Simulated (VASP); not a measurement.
The system is BaS.

```xyz
2
Lattice="0.0000 3.5194 3.5194 3.5194 0.0000 3.5194 3.5194 3.5194 0.0000" Properties=species:S:1:pos:R:3 pbc="T T T"
Ba    0.0000    0.0000    0.0000
S     1.7597    1.7597    1.7597
```

Program: VASP 6.6.1. Alike in all runs: potentials or basis VASP PAW PBE potentials, release 64 (Ba_sv, S); no spin polarisation; cell as given; cutoff (eV) 520; smearing gaussian 0.01 eV.

Question: Order these runs on this cell by their band gap on the k mesh, lowest first.
A. level r2SCAN; k mesh 6 × 6 × 6
B. level r2SCAN0; k mesh 4 × 4 × 4; grid for exact exchange (PRECFOCK) Normal; share of exact exchange 0.25
C. level r2SCANh; k mesh 4 × 4 × 4; grid for exact exchange (PRECFOCK) Normal; share of exact exchange 0.1

Answer: A (3.08 eV), C (3.64 eV), B (4.48 eV).

Caveats: spin-orbit coupling is left out, which moves the levels of the heavy elements.

A k mesh can miss the band edges.
